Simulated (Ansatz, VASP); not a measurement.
**C in VASP and in Ansatz**

INCAR

```
PREC = Accurate
ENCUT = 520
EDIFF = 1E-6
ISMEAR = 0
SIGMA = 0.15
LREAL = False
LASPH = True
NELM = 100
ALGO = Normal
ISIF = 2
LWAVE = False
LCHARG = False
GGA = PS
NBANDS = 16
```

File KPOINTS:

```
regular mesh
0
Gamma
  18 18 6
```

The input POSCAR:

```
C
1.0
    2.4587330167      0.0000000000      0.0000000000
   -1.2293665084      2.1293252536      0.0000000000
    0.0000000000      0.0000000000      7.2458067263
C
4
Direct
   -0.2732662180     -0.2000447555      0.0025000000
    0.2732662180      0.2000447555      0.5025000000
    0.0600416786      0.4666032901      0.0025000000
    0.9399583214      0.5333967099      0.5025000000
```

Input for Ansatz:

```yaml
crystal:
  lattice:
    - [2.4587330167, 0.0, 0.0]
    - [-1.2293665084, 2.1293252536, 0.0]
    - [0.0, 0.0, 7.2458067263]
  atoms:
    - { symbol: C, position: [-0.273266218, -0.2000447555, 0.0025] }
    - { symbol: C, position: [0.273266218, 0.2000447555, 0.5025] }
    - { symbol: C, position: [0.0600416786, 0.4666032901, 0.0025] }
    - { symbol: C, position: [0.9399583214, 0.5333967099, 0.5025] }
basis:
  ecutwfc: 520.0
kpoints:
  mp_grid: { grid: [18, 18, 6] }
hamiltonian:
  xc: pbesol
  pseudopotentials: { kind: paw, azcp: { folder: soft_1 } }
scf:
  occupations: { method: gaussian, width: 0.15 }
output:
  forces: true
  stress: true
  eigenvalues: true
```

Change from the starting cell: mode 4 frozen in at -0.426 Å and mode 5 at -0.426 Å (largest displacements).

Alike in both runs: task single point; functional PBEsol; k mesh 18 × 18 × 6; occupations gaussian, width 0.15 eV; no spin polarisation.

```csv
,VASP,Ansatz
version,VASP 6.6.1,Ansatz 0.2.0
potentials or method,"VASP PAW PBE potentials, release 64 (C), cutoff 520 eV","scalar-relativistic, plane waves, PAW"
valence electrons in the cell,16,16
```

```csv
,VASP,Ansatz,Ansatz less VASP
gap on the k mesh at the Fermi level (eV),0.01,0.01,0.000
least direct gap on the mesh (eV),0.01,0.01,0.000
pressure (GPa),0.7,0.0,-0.68
"traceless stress, the component that is largest in VASP (GPa)",-0.62,0.13,+0.751
rms of the force components (eV/Å),0.004,0.004,+0.0001
```

VASP's potentials were made for PBE, not for PBEsol, and Ansatz warns of the same on its side. Atom by atom the forces differ by 0.000 eV/Å (rms over components).
